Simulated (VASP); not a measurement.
# Ca3Lu (Pm-3m) in VASP: notebook, part 2 of 2

VASP 6.6.1. The steps go on from the part before.

### 3 Single point, PBE

This run uses another cell than the first one, of 36.99 Å³/atom, 1.021 times its volume.

INCAR

```
PREC     = Accurate       # precision mode
ENCUT    = 520            # plane-wave cutoff, eV
EDIFF    = 1E-6           # SCF threshold, eV
ISMEAR   = -1             # smearing method
SIGMA    = 0.05           # smearing width, eV
LREAL    = False          # projectors in reciprocal space
LASPH    = True           # aspherical terms in the spheres
NELM     = 60             # most SCF steps
ALGO     = Normal         # electronic algorithm
ISIF     = 2              # what is computed and relaxed
LWAVE    = False          # write WAVECAR
LCHARG   = False          # write CHGCAR
GGA      = PE             # functional
NBANDS   = 36             # bands
```

KPOINTS

```
regular mesh
0
Gamma
  5 5 5
```

POSCAR

```
Ca3Lu
1.0
    5.2893096979      0.0000000000      0.0000000000
    0.0000000000      5.2893096979      0.0000000000
    0.0000000000      0.0000000000      5.2893096979
Ca Lu
3 1
Direct
    0.5000000000      0.0000000000      0.0000000000
    0.0000000000      0.5000000000      0.0000000000
    0.0000000000      0.0000000000      0.5000000000
    0.5000000000      0.5000000000      0.5000000000
```

Potentials or basis: VASP PAW PBE potentials, release 64 (Ca_sv, Lu).

On the command line:

```
$ cat potpaw_PBE.64/Ca_sv/POTCAR potpaw_PBE.64/Lu/POTCAR > POTCAR
$ mpirun -np 1 vasp_std > vasp.out
```

OUTCAR:

```text
PREC = Accurate
   ENCUT = 520
   EDIFF = 1E-6
   ISMEAR = -1
   LREAL = False
   LASPH = True
   NELM = 60
   ISIF = 2
   GGA = PE

 ion  position               nearest neighbor table
   1  0.500  0.000  0.000-
   2  0.000  0.500  0.000-
   3  0.000  0.000  0.500-
   4  0.500  0.500  0.500-

  LATTYP: Found a simple cubic cell.
 ALAT       =     5.2893096979

  Lattice vectors:

 A1 = (   5.2893096979,   0.0000000000,   0.0000000000)
 A2 = (   0.0000000000,   5.2893096979,   0.0000000000)
 A3 = (   0.0000000000,   0.0000000000,   5.2893096979)

Analysis of symmetry for initial positions (statically):
=====================================================================
 Subroutine PRICEL returns:
 Original cell was already a primitive cell.

 Routine SETGRP: Setting up the symmetry group for a
 simple cubic supercell.
[... 150 lines left out ...]
  ext. energy  EPLUGINS =         0.00000000
  ---------------------------------------------------
  free energy    TOTEN  =        -9.70054210 eV

  energy without entropy =       -9.64768576  energy(sigma->0) =       -9.67411393

 E-fermi :   2.2473     XC(G=0):  -8.5196

 val. band max:        2.2247082518   @ k =   0.4000   0.0000   0.0000
 cond. band min:       2.2742590190   @ k =   0.4000   0.4000   0.4000
 fundamental gap:      0.0495507672
 Fermi energy:         2.2472865482

 k-point     1 :       0.0000    0.0000    0.0000
  band No.  band energies     occupation
      1     -55.1066      2.00000
      2     -39.3356      2.00000
      3     -39.3105      2.00000
      4     -39.3105      2.00000
      5     -25.7155      2.00000
      6     -25.7155      2.00000
[... 379 lines left out ...]
     35       4.5401      0.00000
     36       4.5716      0.00000

------------------------ aborting loop because EDIFF is reached ----------------------------------------

  FORCE on cell =-STRESS in cart. coord.  units (eV):
  Direction    XX          YY          ZZ          XY          YZ          ZX
  --------------------------------------------------------------------------------------
  -------------------------------------------------------------------------------------
  Total        0.9116884      0.9116884      0.9116884      0.0000000      0.0000000     -0.0000000
  in kB        9.8709739      9.8709739      9.8709739      0.0000000      0.0000000     -0.0000000
  external PRESSURE =       9.8709739 kB  Pullay stress =       0.0000000 kB

 VOLUME and BASIS-vectors are now :
 -----------------------------------------------------------------------------
  energy-cutoff  :      520.00
  volume of cell :      147.98
      direct lattice vectors                 reciprocal lattice vectors
     5.289309698  0.000000000  0.000000000     0.189060588  0.000000000  0.000000000
     0.000000000  5.289309698  0.000000000     0.000000000  0.189060588  0.000000000
     0.000000000  0.000000000  5.289309698     0.000000000  0.000000000  0.189060588

 POSITION                                       TOTAL-FORCE (eV/Angst)
 -----------------------------------------------------------------------------------
      2.64465      0.00000      0.00000         0.000000      0.000000      0.000000
      0.00000      2.64465      0.00000         0.000000      0.000000      0.000000
      0.00000      0.00000      2.64465         0.000000      0.000000      0.000000
      2.64465      2.64465      2.64465         0.000000      0.000000      0.000000
 -----------------------------------------------------------------------------------
    total drift:                               -0.000000      0.000000     -0.000000

  FREE ENERGIE OF THE ION-ELECTRON SYSTEM (eV)
  ---------------------------------------------------
  free  energy   TOTEN  =        -9.7005420972 eV

  energy  without entropy=       -9.6476857562  energy(sigma->0) =       -9.67411393
```

OSZICAR:

```text
N       E                     dE             d eps       ncg     rms          rms(c)
DAV:   1     0.509265126096E+03    0.50927E+03   -0.24681E+04  1008   0.338E+03
DAV:   2     0.405917072321E+02   -0.46867E+03   -0.45630E+03   872   0.647E+02
DAV:   3    -0.337945717269E+01   -0.43971E+02   -0.42752E+02  1048   0.130E+02
DAV:   4    -0.969224470501E+01   -0.63128E+01   -0.62179E+01  1200   0.307E+01
DAV:   5    -0.100634492683E+02   -0.37120E+00   -0.37007E+00  1144   0.781E+00    0.556E+00
DAV:   6    -0.973846531658E+01    0.32498E+00   -0.14370E+00  1136   0.606E+00    0.273E+00
DAV:   7    -0.970673200272E+01    0.31733E-01   -0.24928E-01  1120   0.205E+00    0.110E+00
DAV:   8    -0.970068979779E+01    0.60422E-02   -0.27620E-02  1020   0.108E+00    0.308E-01
DAV:   9    -0.970054995267E+01    0.13985E-03   -0.41269E-03  1192   0.344E-01    0.116E-01
DAV:  10    -0.970053289546E+01    0.17057E-04   -0.69126E-04   972   0.119E-01    0.388E-02
DAV:  11    -0.970054237818E+01   -0.94827E-05   -0.12022E-04  1000   0.576E-02    0.130E-02
DAV:  12    -0.970054370622E+01   -0.13280E-05   -0.14679E-05  1084   0.199E-02    0.118E-02
DAV:  13    -0.970054260268E+01    0.11035E-05   -0.52755E-06   808   0.140E-02    0.280E-03
DAV:  14    -0.970054209722E+01    0.50545E-06   -0.42671E-07   500   0.360E-03
   1 F= -.97005421E+01 E0= -.96741139E+01  d E =-.528563E-01
```

stdout:

```text
POSCAR found type information on POSCAR CaLu
 POSCAR found :  2 types and       4 ions
 scaLAPACK will be used
 LDA part: xc-table for (Slater+PW92), standard interpolation
 POSCAR, INCAR and KPOINTS ok, starting setup
 FFT: planning ... GRIDC
 FFT: planning ... GRID_SOFT
 FFT: planning ... GRID
 WAVECAR not read
 entering main loop
```

It took 78 s on 1 thread of AMD EPYC 7R43 (Zen 3), shared host; peak memory 0.22 GiB.

What came out:

| Item | Value |
| --- | --- |
| Free energy | -9.7005 eV |
| Pressure | 1.0 GPa |

Levels at points of the mesh, in eV from the Fermi level:
```tsv
k point	band 23	band 24	band 25	band 26	band 27	band 28	band 29	band 30	band 31	band 32
(0.00, 0.00, 0.00)	-5.97	-4.66	-0.93	-0.93	-0.82	0.16	0.16	0.16	1.18	1.18
```

Caveat: spin-orbit coupling is left out, which moves the levels of the heavy elements.

### 4 Single point, PBE

This run uses another cell than the first one, of 37.77 Å³/atom, 1.043 times its volume.

INCAR

```
SYSTEM = Ca3Lu
ALGO     = Normal         ! electronic algorithm
EDIFF    = 1E-7           ! SCF threshold, eV
ENCUT    = 520            ! plane-wave cutoff, eV
GGA      = PE             ! functional
ISIF     = 2              ! what is computed and relaxed
ISMEAR   = -1             ! smearing method
LASPH    = .TRUE.         ! aspherical terms in the spheres
LCHARG   = .FALSE.        ! write CHGCAR
LREAL    = .FALSE.        ! projectors in reciprocal space
LWAVE    = .FALSE.        ! write WAVECAR
NBANDS   = 36             ! bands
NELM     = 100            ! most SCF steps
PREC     = Accurate       ! precision mode
SIGMA    = 0.05           ! smearing width, eV
```

KPOINTS

```
k-points
0
G
  5 5 5
  0 0 0
```

POSCAR

```
Ca3Lu
1.0
    5.3257888486      0.0000000000      0.0000000000
    0.0000000000      5.3257888486      0.0000000000
    0.0000000000      0.0000000000      5.3257888486
Ca Lu
3 1
Direct
    0.5000000000      0.0000000000      0.0000000000
    0.0000000000      0.5000000000      0.0000000000
    0.0000000000      0.0000000000      0.5000000000
    0.5000000000      0.5000000000      0.5000000000
```

On the command line:

```
$ cat potpaw_PBE.64/Ca_sv/POTCAR potpaw_PBE.64/Lu/POTCAR > POTCAR
$ mpirun -np 1 vasp_std > vasp.out
```

It took 1.7 min on 1 thread of AMD EPYC 7R43 (Zen 3), shared host; peak memory 0.23 GiB.

It converged, with:

```
Free energy : -9.7152 eV
Pressure    : 0.5 GPa
```

Levels at points of the mesh, in eV from the Fermi level:
```csv
k point,band 25,band 26,band 27,band 28,band 29,band 30
"(0.00, 0.00, 0.00)",-0.89,-0.89,-0.79,0.18,0.18,0.18
```

Caveat: spin-orbit coupling is left out, which moves the levels of the heavy elements.

### 5 Single point, PBE

This run uses another cell than the first one, of 38.54 Å³/atom, 1.064 times its volume.

INCAR

```
PREC     = Accurate       # precision mode
ENCUT    = 520            # plane-wave cutoff, eV
EDIFF    = 1E-6           # SCF threshold, eV
ISMEAR   = -1             # smearing method
SIGMA    = 0.05           # smearing width, eV
LREAL    = F              # projectors in reciprocal space
LASPH    = T              # aspherical terms in the spheres
NELM     = 60             # most SCF steps
ALGO     = Normal         # electronic algorithm
ISIF     = 2              # what is computed and relaxed
LWAVE    = F              # write WAVECAR
LCHARG   = T              # write CHGCAR
GGA      = PE             # functional
LELF     = T              # ELF
LVHAR    = T            
NBANDS   = 36             # bands
```

KPOINTS

```
regular mesh
0
Gamma
  5 5 5
```

POSCAR

```
Ca3Lu
1.0
    5.3617750000      0.0000000000      0.0000000000
    0.0000000000      5.3617750000      0.0000000000
    0.0000000000      0.0000000000      5.3617750000
Ca Lu
3 1
Direct
    0.5000000000      0.0000000000      0.0000000000
    0.0000000000      0.5000000000      0.0000000000
    0.0000000000      0.0000000000      0.5000000000
    0.5000000000      0.5000000000      0.5000000000
```

On the command line:

```
$ cat potpaw_PBE.64/Ca_sv/POTCAR potpaw_PBE.64/Lu/POTCAR > POTCAR
$ mpirun -np 1 vasp_std > vasp.out
```

Wall time 81 s (1 thread of AMD EPYC 7R43 (Zen 3), shared host); peak memory 0.22 GiB.

It converged, with:

| Quantity | Value |
| --- | --- |
| Free energy | -9.7204 eV |
| Pressure | 0.0 GPa |

Levels at points of the mesh, in eV from the Fermi level:
| k point | band 24 | band 25 | band 26 | band 27 | band 28 | band 29 | band 30 | band 31 |
| --- | --- | --- | --- | --- | --- | --- | --- | --- |
| (0.00, 0.00, 0.00) | -4.57 | -0.86 | -0.86 | -0.77 | 0.20 | 0.20 | 0.20 | 1.09 |

Caveat: spin-orbit coupling is left out, which moves the levels of the heavy elements.

### 6 Single point, PBE

This run uses another cell than the first one, of 39.31 Å³/atom, 1.085 times its volume.

INCAR

```
PREC = Accurate
ENCUT = 520
EDIFF = 1E-6
ISMEAR = -1
SIGMA = 0.05
LREAL = F
LASPH = T
NELM = 60
ALGO = Normal
ISIF = 2
LWAVE = F
LCHARG = T
GGA = PE
LELF = T
LVHAR = T
NBANDS = 36
```

KPOINTS is that of step 5.

POSCAR

```
Ca3Lu
1.0
    5.3972844786      0.0000000000      0.0000000000
    0.0000000000      5.3972844786      0.0000000000
    0.0000000000      0.0000000000      5.3972844786
Ca Lu
3 1
Direct
    0.5000000000      0.0000000000      0.0000000000
    0.0000000000      0.5000000000      0.0000000000
    0.0000000000      0.0000000000      0.5000000000
    0.5000000000      0.5000000000      0.5000000000
```

Potentials or basis: VASP PAW PBE potentials, release 64 (Ca_sv, Lu).

On the command line:

```
$ cat potpaw_PBE.64/Ca_sv/POTCAR potpaw_PBE.64/Lu/POTCAR > POTCAR
$ mpirun -np 1 vasp_std > vasp.out
```

Run time: 82 s. Hardware: 1 thread of AMD EPYC 7R43 (Zen 3), shared host; peak memory 0.23 GiB.

The run converged. Its results:

| Item | Value |
| --- | --- |
| Free energy | -9.7169 eV |
| Pressure | -0.4 GPa |

Levels at points of the mesh, in eV from the Fermi level:
```tsv
k point	band 25	band 26	band 27	band 28	band 29	band 30
(0.00, 0.00, 0.00)	-0.83	-0.83	-0.75	0.22	0.22	0.22
```

Caveat: spin-orbit coupling is left out, which moves the levels of the heavy elements.

### 7 Summary

```tsv
cell	gap on the mesh (eV)	pressure (GPa)
a = 5.252 Å, 4 atoms	none	1.5
a = 5.289 Å, 4 atoms	none	1.0
a = 5.326 Å, 4 atoms	none	0.5
a = 5.362 Å, 4 atoms	none	0.0
a = 5.397 Å, 4 atoms	none	-0.4
```

Alike in all rows: task single point; level PBE; potentials or basis VASP PAW PBE potentials, release 64 (Ca_sv, Lu); no spin polarisation; k mesh 5 × 5 × 5; cutoff (eV) 520; smearing fermi-dirac 0.05 eV.

Caveats: spin-orbit coupling is left out, which moves the levels of the heavy elements.

Absolute energies hang on the potentials; compare differences alone.
